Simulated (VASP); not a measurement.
Input of a VASP 6.6.1 run:

POSCAR

```
Br
1.0
    3.8626277144     -2.1562375207      0.0000000000
    3.8626277144      2.1562375207      0.0000000000
    0.0000000000      0.0000000000      8.7610769755
Br
4
Direct
    0.8598874655      0.1401125345      0.1150741839
    0.1401125345      0.8598874655      0.8849258161
    0.3598874655      0.6401125345      0.3849258161
    0.6401125345      0.3598874655      0.6150741839
```

INCAR.step1

```
SYSTEM = Br
PREC = Accurate
ENCUT = 520
ISMEAR = 0
SIGMA = 0.05
LREAL = .FALSE.
LASPH = .TRUE.
NELM = 60
NBANDS = 22
GGA = PE
ALGO = Normal
EDIFF = 1E-4
LWAVE = .TRUE.
LCHARG = .FALSE.
```

The input INCAR.step2:

```
SYSTEM = Br
PREC = Accurate
ENCUT = 520
EDIFF = 1E-6
ISMEAR = 0
SIGMA = 0.05
LREAL = .FALSE.
LASPH = .TRUE.
NELM = 60
ALGO = Normal
ISIF = 2
LWAVE = .FALSE.
LCHARG = .FALSE.
METAGGA = R2SCAN
LMIXTAU = .TRUE.
NBANDS = 22
ISTART = 1
```

The input KPOINTS:

```
Automatic mesh
0
G
  6 6 4
  0 0 0
```

Potentials or basis: VASP PAW PBE potentials, release 64 (Br).

The run is started by

```bash
$ cat potpaw_PBE.64/Br/POTCAR > POTCAR
$ cp INCAR.step1 INCAR
$ mpirun -np 1 vasp_std > vasp.out
$ cp INCAR.step2 INCAR
$ mpirun -np 1 vasp_std > vasp.out
```

Q: Predict the band gap on the k mesh.

A: 1.75 eV, direct.

Q: What does it give for the pressure?

A: -0.4 GPa.

Q: What does it give for the largest force?

A: 0.023 eV/Å.

Forces on the atoms (eV/Å):
```
Br   0.000 -0.017  0.015
Br   0.000  0.017 -0.015
Br   0.000 -0.017 -0.015
Br   0.000  0.017  0.015
```

Caveat: the PAW data sets were made with another functional, which shifts forces and pressure a little. r2SCAN opens gaps a little over a GGA but as a rule still falls short of measured ones.
